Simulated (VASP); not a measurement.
Runs of VASP 6.6.1 on Sb2Mo. The structure is that of space group P6/mmm (No. 191), or close to it. The cells are those of the table. 

```tsv
task	cell	k mesh	cutoff (eV)	gap on the mesh (eV)	pressure (GPa)	relaxed volume (Å³/atom)
single point	a = 5.112, b = 5.112, c = 2.903 Å, angles 90.0, 90.0, 120.0°, 3 atoms	6 × 6 × 6	520	none	0.1	-
relaxation of cell and atoms	relaxed from a = 4.134, b = 4.134, c = 4.464 Å, angles 90.0, 90.0, 120.0°, 3 atoms	6 × 6 × 4	600	none	0.0	(a)
single point	a = 4.134, b = 4.134, c = 4.464 Å, angles 90.0, 90.0, 120.0°, 3 atoms	6 × 6 × 4	520	none	32.3	-
single point	a = 5.037, b = 5.037, c = 2.988 Å, angles 90.0, 90.0, 120.0°, 3 atoms	6 × 6 × 4	520	none	0.5	-
single point	a = 5.120, b = 5.120, c = 2.896 Å, angles 90.0, 90.0, 120.0°, 3 atoms	12 × 12 × 16	520	none	0.3	-
relaxation of cell and atoms	relaxed from a = 5.037, b = 5.037, c = 2.988 Å, angles 90.0, 90.0, 120.0°, 3 atoms	6 × 6 × 6	600	none	0.0	(b)
```

Alike in all rows: level r2SCAN; potentials or basis VASP PAW PBE potentials, release 64 (Sb, Mo_sv); no spin polarisation; smearing gaussian 0.1 eV.

Task: Estimate the missing entries.

Result: (a) 21.97; (b) 21.93.

Caveats: some runs use coarse meshes; the PAW data sets were made with another functional, which shifts forces and pressure a little; spin-orbit coupling is left out, which moves the levels of the heavy elements; a cell axis changed by over 15 % at a fixed basis, so the end point is rough (at least some runs); the cell stands under pressure (at least some runs).

A k mesh can miss the band edges, and the runs leave out spin-orbit coupling on Mo, Sb.

A gap of «none» marks levels without a gap at the run's occupations.
